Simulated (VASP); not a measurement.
Here is a VASP 6.6.1 calculation.

INCAR

```
SYSTEM = Ag2Pt
PREC     = Accurate       ! precision mode
ENCUT    = 520            ! plane-wave cutoff, eV
EDIFF    = 1E-7           ! SCF threshold, eV
ISMEAR   = 0              ! smearing method
SIGMA    = 0.1            ! smearing width, eV
LREAL    = .False.        ! projectors in reciprocal space
LASPH    = .True.         ! aspherical terms in the spheres
NELM     = 100            ! most SCF steps
ALGO     = Normal         ! electronic algorithm
ISIF     = 2              ! what is computed and relaxed
LWAVE    = .False.        ! write WAVECAR
LCHARG   = .True.         ! write CHGCAR
GGA      = PE             ! functional
LELF     = .True.         ! ELF
LVHAR    = .True.       
NBANDS   = 23             ! bands
```

File KPOINTS:

```
Automatic mesh
0
Gamma
  8 8 8
  0 0 0
```

File POSCAR:

```
Ag2Pt
1.0
   -1.7476840629      1.7476840629      4.2872874669
    1.7476840629     -1.7476840629      4.2872874669
    1.7476840629      1.7476840629     -4.2872874669
Ag Pt
2 1
Direct
    0.6650000000      0.6650000000      0.0000000000
    0.3350000000      0.3350000000      0.0000000000
    0.0000000000      0.0000000000      0.0000000000
```

Potentials or basis: VASP PAW PBE potentials, release 64 (Ag, Pt).

Run with:

```bash
$ cat potpaw_PBE.64/Ag/POTCAR potpaw_PBE.64/Pt/POTCAR > POTCAR
$ mpirun -np 1 vasp_std > vasp.out
```

Problem. What does it give for the largest force?

Solution. 0.022 eV/Å.

Problem. Estimate the pressure.

Solution. -2.2 GPa.

Problem. What does it give for the band gap on the k mesh?

Solution. Zero (bands 16 and 17 overlap by 2.73 eV).

Stress tensor (GPa, compression positive):
```
-3.43  0.00  0.00
 0.00 -3.43  0.00
 0.00  0.00  0.28
```

Caveat: spin-orbit coupling is left out, which moves the levels of the heavy elements.
